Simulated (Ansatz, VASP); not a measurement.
## One calculation of W, two programs

File INCAR:

```
SYSTEM = W
PREC     = Accurate       ! precision mode
ENCUT    = 520            ! plane-wave cutoff, eV
EDIFF    = 1E-7           ! SCF threshold, eV
ISMEAR   = 0              ! smearing method
SIGMA    = 0.15           ! smearing width, eV
LREAL    = .FALSE.        ! projectors in reciprocal space
LASPH    = .TRUE.         ! aspherical terms in the spheres
NELM     = 80             ! most SCF steps
ALGO     = Fast           ! electronic algorithm
ISIF     = 2              ! what is computed and relaxed
LWAVE    = .FALSE.        ! write WAVECAR
LCHARG   = .FALSE.        ! write CHGCAR
NBANDS   = 13             ! bands
```

The input KPOINTS:

```
regular mesh
0
G
  22 22 22
  0 0 0
```

The input POSCAR:

```
W
1.0
   -1.3783197874      1.5958292180      1.5958292180
    1.5958292180     -1.3783197874      1.5958292180
    1.5958292180      1.5958292180     -1.3783197874
W
1
Direct
    0.0000000000      0.0000000000      0.0000000000
```

Input for Ansatz:

```yaml
crystal:
  lattice:
    - [-1.3783197874, 1.595829218, 1.595829218]
    - [1.595829218, -1.3783197874, 1.595829218]
    - [1.595829218, 1.595829218, -1.3783197874]
  atoms:
    - { symbol: W, position: [0.0, 0.0, 0.0] }
basis:
  ecutwfc: 420
kpoints:
  mp_grid: { grid: [22, 22, 22] }
hamiltonian:
  xc: lda
  pseudopotentials: { kind: paw, azcp: { folder: soft_1 } }
scf:
  occupations: { method: gaussian, width: 0.15 }
output:
  forces: true
  stress: true
  eigenvalues: true
```

Alike in both runs: task single point; functional LDA; k mesh 22 × 22 × 22; occupations gaussian, width 0.15 eV; no spin polarisation.

|  | VASP | Ansatz |
| --- | --- | --- |
| version | VASP 6.6.1 | Ansatz 0.2.0 |
| potentials or method | VASP PAW LDA potentials, release 64 (W_sv), cutoff 520 eV | scalar-relativistic, plane waves, PAW |
| valence electrons in the cell | 14 | 14 |

```csv
,VASP,Ansatz,Ansatz less VASP
gap on the k mesh at the Fermi level (eV),none,none,-
pressure (GPa),-3.0,-4.8,-1.73
"traceless stress, the component that is largest in VASP (GPa)",-13.20,-13.01,+0.182
```

Ansatz warns that its potentials were made for another functional, while VASP's fit it. LDA's correlation is that of Perdew and Zunger in VASP and of Perdew and Wang (1992) in Ansatz. A gap of «none» marks a metal or a gap that the smearing closes.

Spin-orbit coupling is off throughout.
